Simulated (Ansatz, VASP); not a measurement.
## One calculation of GaF, two programs

The input INCAR:

```
ALGO = Normal
EDIFF = 1E-6
ENCUT = 600
GGA = PE
GGA_COMPAT = F
ISIF = 2
ISMEAR = -1
LASPH = T
LCHARG = F
LREAL = F
LWAVE = F
NBANDS = 17
NELM = 120
PREC = Accurate
SIGMA = 0.05
```

The input KPOINTS:

```
k-points
0
Gamma
  9 9 9
```

The input POSCAR:

```
GaF
1.0
    0.0000000000      2.5243544930      2.5243544930
    2.5243544930      0.0000000000      2.5243544930
    2.5243544930      2.5243544930      0.0000000000
Ga F
1 1
Direct
    0.2500000000      0.2500000000      0.2500000000
    0.0000000000      0.0000000000      0.0000000000
```

The input input.yaml:

```yaml
crystal:
  lattice:
    - [0.0, 2.524354493, 2.524354493]
    - [2.524354493, 0.0, 2.524354493]
    - [2.524354493, 2.524354493, 0.0]
  atoms:
    - { symbol: Ga, position: [0.25, 0.25, 0.25] }
    - { symbol: F, position: [0.0, 0.0, 0.0] }
kpoints:
  mp_grid: { grid: [9, 9, 9] }
scf:
  occupations: { method: fermi_dirac, width: 0.05 }
hamiltonian:
  xc: pbe
  pseudopotentials: { kind: all_electron, lapw: { basis_error: 0.0005 } }
output:
  forces: true
  stress: true
  eigenvalues: true
```

Change from the starting cell: volume scaled by 0.94.

Alike in both runs: task single point; functional PBE; k mesh 9 × 9 × 9; occupations fermi-dirac, width 0.05 eV; no spin polarisation.

```csv
,VASP,Ansatz
version,VASP 6.6.1,Ansatz 0.2.0
potentials or method,"VASP PAW PBE potentials, release 64 (Ga_d, F), cutoff 600 eV","all-electron LAPW, scalar-relativistic"
```

|  | VASP | Ansatz | Ansatz less VASP |
| --- | --- | --- | --- |
| gap on the k mesh at the Fermi level (eV) | 0.64 | 0.64 | +0.001 |
| least direct gap on the mesh (eV) | 0.64 | 0.64 | +0.001 |
| pressure (GPa) | 19.8 | 19.8 | -0.01 |

Ansatz ran all-electron here, and VASP with PAW potentials.
